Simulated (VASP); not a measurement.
# SnTe (Fm-3m) in VASP: a series of runs

The runs below take SnTe through vibrations by perturbation theory, elastic constants, with PBEsol.

Program: VASP 6.6.1. These are calculated values, not measurements. Logs are shortened: lines on timing, memory, paths and dates and some standing lists are left out, and cuts for length are marked.

**1. The cell of the first run**

Symmetry: Fm-3m, No. 225, cubic system. The conventional cell has a = 6.288 Å, b = 6.288 Å, c = 6.288 Å, α = 90.00°, β = 90.00°, γ = 90.00°. Sn (site symmetry m-3m) has 6 Te at 3.14 Å within 4.1 Å. Within 4.1 Å of Te (site symmetry m-3m) lie 6 Sn at 3.14 Å.

**2. Vibrations by perturbation theory, PBEsol**

The input, INCAR:

```
SYSTEM = SnTe
PREC = Accurate
ENCUT = 520
EDIFF = 1E-8
ISMEAR = 0
SIGMA = 0.01
LREAL = .FALSE.
LASPH = .TRUE.
NELM = 60
ALGO = Normal
ISIF = 2
LWAVE = .FALSE.
LCHARG = .FALSE.
GGA = PS
IBRION = 8
NSW = 1
```

The input, KPOINTS:

```
Automatic mesh
0
G
  10 10 10
  0 0 0
```

The input, POSCAR:

```
SnTe
1.0
    0.0000000000      3.1440242593      3.1440242593
    3.1440242593      0.0000000000      3.1440242593
    3.1440242593      3.1440242593      0.0000000000
Sn Te
1 1
Direct
    0.0000000000      0.0000000000      0.0000000000
    0.5000000000      0.5000000000      0.5000000000
```

Potentials or basis: VASP PAW PBE potentials, release 64 (Sn_d, Te).

Launch:

```
$ cat potpaw_PBE.64/Sn_d/POTCAR potpaw_PBE.64/Te/POTCAR > POTCAR
$ mpirun -np 1 vasp_std > vasp.out
```

OUTCAR:

```text
SYSTEM = SnTe
   PREC = Accurate
   ENCUT = 520
   EDIFF = 1E-8
   ISMEAR = 0
   LREAL = .FALSE.
   LASPH = .TRUE.
   NELM = 60
   ISIF = 2
   GGA = PS
   IBRION = 8
   NSW = 1

 ion  position               nearest neighbor table
   1  0.000  0.000  0.000-   2 3.14   2 3.14   2 3.14   2 3.14   2 3.14   2 3.14
   2  0.500  0.500  0.500-   1 3.14   1 3.14   1 3.14   1 3.14   1 3.14   1 3.14

  LATTYP: Found a face centered cubic cell.
 ALAT       =     6.2880485186

  Lattice vectors:

 A1 = (   0.0000000000,   3.1440242593,   3.1440242593)
 A2 = (   3.1440242593,   0.0000000000,   3.1440242593)
 A3 = (   3.1440242593,   3.1440242593,   0.0000000000)

Analysis of symmetry for initial positions (statically):
=====================================================================
 Subroutine PRICEL returns:
 Original cell was already a primitive cell.

 Routine SETGRP: Setting up the symmetry group for a
 face centered cubic supercell.

 Subroutine GETGRP returns: Found 48 space group operations
 (whereof 48 operations were pure point group operations)
 out of a pool of 48 trial point group operations.

The static configuration has the point symmetry O_h .

Analysis of symmetry for dynamics (positions and initial velocities):
=====================================================================
 Subroutine PRICEL returns:
 Original cell was already a primitive cell.

 Routine SETGRP: Setting up the symmetry group for a
 face centered cubic supercell.

 Subroutine GETGRP returns: Found 48 space group operations
 (whereof 48 operations were pure point group operations)
 out of a pool of 48 trial point group operations.

The dynamic configuration has the point symmetry O_h .

 Subroutine INISYM returns: Found 48 space group operations
 (whereof 48 operations are pure point group operations),
 and found     1 'primitive' translations

----------------------------------------------------------------------------------------

[... 568 lines left out ...]
  external PRESSURE =       0.0887371 kB  Pullay stress =       0.0000000 kB

 VOLUME and BASIS-vectors are now :
 -----------------------------------------------------------------------------
  energy-cutoff  :      520.00
  volume of cell :       62.16
      direct lattice vectors                 reciprocal lattice vectors
     0.000000000  3.144024259  3.144024259    -0.159031852  0.159031852  0.159031852
     3.144024259  0.000000000  3.144024259     0.159031852 -0.159031852  0.159031852
     3.144024259  3.144024259  0.000000000     0.159031852  0.159031852 -0.159031852

 POSITION                                       TOTAL-FORCE (eV/Angst)
 -----------------------------------------------------------------------------------
      0.00000      0.00000      0.00000         0.000000      0.000000     -0.000000
      3.14402      3.14402      3.14402         0.000000     -0.000000      0.000000
 -----------------------------------------------------------------------------------
    total drift:                               -0.000000      0.000000      0.000000

  FREE ENERGIE OF THE ION-ELECTRON SYSTEM (eV)
  ---------------------------------------------------
  free  energy   TOTEN  =        -8.3390023699 eV

  energy  without entropy=       -8.3390023699  energy(sigma->0) =       -8.33900237

[... ionic steps 2 to 3 ...]

--------------------------------------- Ionic step        4  -------------------------------------------

------------------------ aborting loop because EDIFF is reached ----------------------------------------

[... ionic steps 5 to 6 ...]

--------------------------------------- Ionic step        7  -------------------------------------------

 Free energy of the ion-electron system (eV)
  ---------------------------------------------------
  ---------------------------------------------------
  free energy    TOTEN  =        -0.04790660 eV

  energy without entropy =       -0.04790660

------------------------ aborting loop because EDIFF is reached ----------------------------------------

 INTERNAL STRAIN TENSOR  FOR ION    2  DIRECTION 1   (eV/Angst):
 -----------------------------------------------------------------------------
    -0.00400 -0.00000  0.00000
    -0.00000  0.00708  0.00000
    -0.00000  0.00000  0.00708

 INTERNAL STRAIN TENSOR FOR ION    2 for displacements in x,y,z  (eV/Angst):
          X           Y           Z          XY          YZ          ZX
  --------------------------------------------------------------------------------
  x     0.00000     0.00000     0.00000     0.00000     0.00000     0.00000
  y     0.00000     0.00000     0.00000     0.00000     0.00000     0.00000
  z     0.00000     0.00000     0.00000     0.00000     0.00000     0.00000

 SECOND DERIVATIVES (NOT SYMMETRIZED)
 ------------------------------------
               1X          1Y          1Z          2X          2Y          2Z
  1X    -0.120580    0.000000    0.000000    0.120580    0.000000    0.000000
  1Y     0.000000   -0.120580    0.000000    0.000000    0.120580    0.000000
  1Z     0.000000    0.000000   -0.120580    0.000000    0.000000    0.120580
  2X     0.126453    0.000000    0.000000   -0.126453    0.000000    0.000000
  2Y     0.000000    0.126453    0.000000    0.000000   -0.126453    0.000000
  2Z     0.000000    0.000000    0.126453    0.000000    0.000000   -0.126453

 Eigenvectors and eigenvalues of the dynamical matrix
 ----------------------------------------------------

   1 f  =    0.700374 THz     4.400579 2PiTHz   23.361961 cm-1     2.896513 meV
             X         Y         Z           dx          dy          dz
      0.000000  0.000000  0.000000     0.711451    0.000000    0.000000
      3.144024  3.144024  3.144024    -0.702736    0.000000    0.000000
[... 21 lines left out ...]
   6 f/i=    0.008326 THz     0.052316 2PiTHz    0.277736 cm-1     0.034435 meV
             X         Y         Z           dx          dy          dz
      0.000000  0.000000  0.000000     0.281664    0.591314    0.254658
      3.144024  3.144024  3.144024     0.285157    0.598647    0.257816

--------------------------------------------------------------------------------------------------------

 ELASTIC MODULI CONTR FROM IONIC RELAXATION (kBar)
 Direction    XX          YY          ZZ          XY          YZ          ZX
 --------------------------------------------------------------------------------
 XX           0.0000      0.0000      0.0000      0.0000      0.0000      0.0000
 YY           0.0000      0.0000      0.0000      0.0000      0.0000      0.0000
 ZZ           0.0000      0.0000      0.0000      0.0000      0.0000      0.0000
 XY           0.0000      0.0000      0.0000      0.0000      0.0000      0.0000
 YZ           0.0000      0.0000      0.0000      0.0000      0.0000      0.0000
 ZX           0.0000      0.0000      0.0000      0.0000      0.0000      0.0000
 --------------------------------------------------------------------------------
```

OSZICAR:

```text
N       E                     dE             d eps       ncg     rms          rms(c)
DAV:   1     0.122779484800E+03    0.12278E+03   -0.97811E+03  1334   0.164E+03
DAV:   2     0.265649967156E+01   -0.12012E+03   -0.11808E+03  1358   0.377E+02
[... 45 lines left out ...]
RMM:   5    -0.479110053188E-01   -0.11512E-04   -0.11424E-06  5307   0.850E-03    0.309E-03
RMM:   6    -0.479066878214E-01    0.43175E-05   -0.10794E-07  5177   0.244E-03    0.667E-04
RMM:   7    -0.479067398885E-01   -0.52067E-07    0.57884E-09  5300   0.539E-04    0.141E-04
RMM:   8    -0.479067317260E-01    0.81626E-08    0.10340E-07  5238   0.190E-04    0.288E-05
RMM:   9    -0.479065054842E-01    0.22624E-06    0.31452E-07  5529   0.659E-05    0.243E-05
RMM:  10    -0.479066015710E-01   -0.96087E-07   -0.15952E-08  5419   0.230E-05    0.505E-06
RMM:  11    -0.479065951307E-01    0.64404E-08    0.78277E-08  5249   0.112E-05    0.108E-06
 Linear response finished
```

Wall time 8.4 min (1 thread of Intel Xeon 8259CL, shared host); peak memory 0.41 GiB.

Results:

| Quantity | Value |
| --- | --- |
| Highest phonon frequency at Γ, LO-TO splitting left out | 23 cm⁻¹ |

Phonon frequencies in cm⁻¹ (negative: imaginary):
```csv
q point,frequencies
"(0.000, 0.000, 0.000)",0 0 0 23 23 23
```

Caveat: the PAW data sets were made with another functional, which shifts forces and pressure a little; spin-orbit coupling is left out, which moves the levels of the heavy elements.

**3. Elastic constants, PBEsol**

The input, INCAR:

```
SYSTEM = SnTe
PREC = Accurate ; ENCUT = 600
EDIFF = 1E-8 ; ISMEAR = 0
SIGMA = 0.01 ; LREAL = .FALSE.
LASPH = .TRUE. ; NELM = 100
ALGO = Normal ; ISIF = 3
LWAVE = .FALSE. ; LCHARG = .FALSE.
GGA = PS ; NBANDS = 17
IBRION = 6 ; NFREE = 2
POTIM = 0.015 ; NSW = 1
```

The input, KPOINTS:

```
regular mesh
0
G
  10 10 10
  0 0 0
```

POSCAR is that of step 2.

Potentials or basis: VASP PAW PBE potentials, release 64 (Sn_d, Te).

Launch:

```
$ cat potpaw_PBE.64/Sn_d/POTCAR potpaw_PBE.64/Te/POTCAR > POTCAR
$ mpirun -np 1 vasp_std > vasp.out
```

Wall time 52 min (1 thread of Intel Xeon 8259CL, shared host); peak memory 0.68 GiB.

Results (log left out):

```
Elastic constants C11, C12, C44                         : 137, 3, 17 GPa
Voigt bulk modulus                                      : 48 GPa
Highest phonon frequency at Γ, LO-TO splitting left out : 24 cm⁻¹
```

Phonon frequencies in cm⁻¹ (negative: imaginary):
```csv
q point,frequencies
"(0.000, 0.000, 0.000)",0 0 0 24 24 24
```

Elastic tensor in Voigt notation (GPa, in the Cartesian axes of the cell as first typed):
```
137   3   3   0   0   0
  3 137   3   0   0   0
  3   3 137   0   0   0
  0   0   0  17   0   0
  0   0   0   0  17   0
  0   0   0   0   0  17
```

Clamped-ion elastic tensor (GPa):
```
137   3   3   0   0   0
  3 137   3   0   0   0
  3   3 137   0   0   0
  0   0   0  17   0   0
  0   0   0   0  17   0
  0   0   0   0   0  17
```

Caveat: the PAW data sets were made with another functional, which shifts forces and pressure a little; spin-orbit coupling is left out, which moves the levels of the heavy elements.
